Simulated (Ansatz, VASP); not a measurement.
## Ga3S: VASP beside Ansatz

The input INCAR:

```
PREC = Accurate
ENCUT = 520
EDIFF = 1E-6
ISMEAR = 0
SIGMA = 0.1
LREAL = False
LASPH = True
NELM = 80
ALGO = Normal
ISIF = 2
LWAVE = False
LCHARG = False
GGA = PE
NBANDS = 30
```

The input KPOINTS:

```
regular mesh
0
Gamma
  4 4 4
```

The input POSCAR:

```
Ga3S
1.0
    4.1620357765      0.0000000000      0.0000000000
    0.0000000000      4.1620357765      0.0000000000
    0.0000000000      0.0000000000      4.1620357765
Ga S
3 1
Direct
    0.0000000000      0.5000000000      0.5000000000
    0.5000000000      0.0000000000      0.5000000000
    0.5000000000      0.5000000000      0.0000000000
    0.0000000000      0.0000000000      0.0000000000
```

Input for Ansatz:

```yaml
crystal:
  lattice:
    - [4.1620357765, 0.0, 0.0]
    - [0.0, 4.1620357765, 0.0]
    - [0.0, 0.0, 4.1620357765]
  atoms:
    - { symbol: Ga, position: [0.0, 0.5, 0.5] }
    - { symbol: Ga, position: [0.5, 0.0, 0.5] }
    - { symbol: Ga, position: [0.5, 0.5, 0.0] }
    - { symbol: S, position: [0.0, 0.0, 0.0] }
basis:
  ecutwfc: 420
kpoints:
  mp_grid: { grid: [4, 4, 4] }
hamiltonian:
  xc: pbe
scf:
  occupations: { method: gaussian, width: 0.1 }
  lower_state_search: "off"
output:
  forces: true
  stress: true
  eigenvalues: true
```

Alike in both runs: task single point; functional PBE; k mesh 4 × 4 × 4; occupations gaussian, width 0.1 eV; no spin polarisation.

```csv
,VASP,Ansatz
version,VASP 6.6.1,Ansatz 0.2.0
potentials or method,"VASP PAW PBE potentials, release 64 (Ga_d, S), cutoff 520 eV","scalar-relativistic, plane waves, PAW"
valence electrons in the cell,45,45
```

|  | VASP | Ansatz | Ansatz less VASP |
| --- | --- | --- | --- |
| gap on the k mesh at the Fermi level (eV) | none | none | - |
| pressure (GPa) | 6.3 | 6.2 | -0.07 |

A gap of «none» marks a metal or a gap that the smearing closes.

The k mesh is coarse, so the values compare programs but aren't converged.
